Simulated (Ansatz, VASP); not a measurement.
One calculation of SnO2, two programs

Contents of INCAR:

```
  PREC = Accurate
  ENCUT = 520
  EDIFF = 1E-7
  ISMEAR = 0
  SIGMA = 0.05
  LREAL = F
  LASPH = T
  NELM = 80
  ALGO = Normal
  ISIF = 2
  LWAVE = F
  LCHARG = F
  GGA = PE
  NBANDS = 35
```

File KPOINTS:

```
regular mesh
0
Gamma
  6 6 8
```

Contents of POSCAR:

```
SnO2
1.0
    4.8277932898      0.0000000000      0.0000000000
    0.0000000000      4.8278069739      0.0000000000
    0.0000000000      0.0000000000      3.2379014683
Sn O
2 4
Direct
    0.4960558874      0.4949176847      0.5000000000
    0.0039507310     -0.0050874579      0.0000000000
    0.3031202983      0.3132027498      0.0000000000
    0.8346077973      0.2245262885      0.5000000000
    0.1968551479      0.8131822734      0.5000000000
    0.6653676488      0.7245467649      0.0000000000
```

Input for Ansatz:

```yaml
crystal:
  lattice:
    - [4.8277932898, 0.0, 0.0]
    - [0.0, 4.8278069739, 0.0]
    - [0.0, 0.0, 3.2379014683]
  atoms:
    - { symbol: Sn, position: [0.4960558874, 0.4949176847, 0.5] }
    - { symbol: Sn, position: [0.003950731, -0.0050874579, 0.0] }
    - { symbol: O, position: [0.3031202983, 0.3132027498, 0.0] }
    - { symbol: O, position: [0.8346077973, 0.2245262885, 0.5] }
    - { symbol: O, position: [0.1968551479, 0.8131822734, 0.5] }
    - { symbol: O, position: [0.6653676488, 0.7245467649, 0.0] }
basis:
  ecutwfc: 520.0
kpoints:
  mp_grid: { grid: [6, 6, 8] }
hamiltonian:
  xc: pbe
  pseudopotentials: { kind: paw, azcp: { folder: soft_1 } }
scf:
  occupations: { method: gaussian, width: 0.05 }
output:
  forces: true
  stress: true
  eigenvalues: true
  write_density: true
  write_potential: true
  elf: true
  volumetric_format: npy
```

Change from the starting cell: mode 4 frozen in at +0.084 Å and mode 7 at -0.119 Å (largest displacements).

Alike in both runs: task single point; functional PBE; k mesh 6 × 6 × 8; occupations gaussian, width 0.05 eV; no spin polarisation.

|  | VASP | Ansatz |
| --- | --- | --- |
| version | VASP 6.6.1 | Ansatz 0.2.0 |
| potentials or method | VASP PAW PBE potentials, release 64 (Sn_d, O), cutoff 520 eV | scalar-relativistic, plane waves, PAW |
| valence electrons in the cell | 52 | 52 |

Ansatz gave:

```
gap on the k mesh at the Fermi level (eV)                     : 0.80
least direct gap on the mesh (eV)                             : 0.80
pressure (GPa)                                                : -0.4
traceless stress, the component that is largest in VASP (GPa) : -1.09
rms of the force components (eV/Å)                            : 0.303
```

Problem. Estimate VASP's values.

Solution. gap on the k mesh at the Fermi level (eV): 0.79; least direct gap on the mesh (eV): 0.79; pressure (GPa): 0.2; traceless stress, the component that is largest in VASP (GPa): -1.19; rms of the force components (eV/Å): 0.304.

Atom by atom the forces differ by 0.010 eV/Å (rms over components). The functional is the same, so the differences come from potentials, cutoffs and numerics.
